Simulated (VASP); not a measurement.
Wanted: the native input for a VASP 6.6.1 run.

```
Task                   : relaxation of cell and atoms
Functional             : PBE
Potentials or basis    : VASP PAW PBE potentials, release 64 (Si, Ni)
Cutoff                 : 600 eV
k mesh                 : 4 × 6 × 4
Occupations            : gaussian, width 0.1 eV
Spin                   : no spin polarisation
Dipole correction      : no
Further INCAR settings : ALGO = Normal; EDIFF = 1e-07; IBRION = 2; EDIFFG = -0.04; NSW = 90; ISIF = 3
```

The structure of SiNi lies in POSCAR:

```
SiNi
1.0
    4.1030228368      0.0000000000      0.0000000000
    0.0000000000      2.7152357008      0.0000000000
    0.0000000000      0.0000000000      4.1892207956
Si Ni
2 2
Direct
    0.7500000000      0.0000000000      0.6870000000
    0.2500000000      0.0000000000      0.3130000000
    0.7500000000      0.5000000000      0.1880000000
    0.2500000000      0.5000000000      0.8120000000
```

These files were run (other wordings do the same):

INCAR

```
SYSTEM = SiNi
  PREC = Accurate
  ENCUT = 600
  EDIFF = 1E-7
  ISMEAR = 0
  SIGMA = 0.1
  LREAL = .False.
  LASPH = .True.
  NELM = 60
  ALGO = Normal
  ISIF = 3
  LWAVE = .False.
  LCHARG = .False.
  GGA = PE
  IBRION = 2
  NSW = 90
  EDIFFG = -0.04
```

KPOINTS

```
Automatic mesh
0
Gamma
  4 6 4
  0 0 0
```

Potentials or basis: VASP PAW PBE potentials, release 64 (Si, Ni).

Command:

```sh
$ cat potpaw_PBE.64/Si/POTCAR potpaw_PBE.64/Ni/POTCAR > POTCAR
$ mpirun -np 1 vasp_std > vasp.out
```

It gave:

The relaxed volume is 11.50 Å³/atom, the relaxed cell is a = 4.395 Å, b = 2.584 Å, c = 4.051 Å, α = 90.00°, β = 90.00°, γ = 90.00° and the space group after relaxing (to 0.1 Å) is Pmma (No. 51). The energy gained by relaxing is 39.2 meV/atom, the ionic steps are 14 and the pressure after relaxing is 0.0 GPa. The largest force after relaxing is 0.011 eV/Å and the band gap on the k mesh is zero (bands 14 and 15 overlap by 0.88 eV).

Caveat: the k points lie up to 0.41 Å⁻¹ apart in the final cell, too coarse for converged energies and pressures of a metal.

Wall time 5.5 min on 1 thread of Intel(R) Xeon(R) Platinum 8488C (Sapphire Rapids) (shared host), peak memory 0.2 GiB.
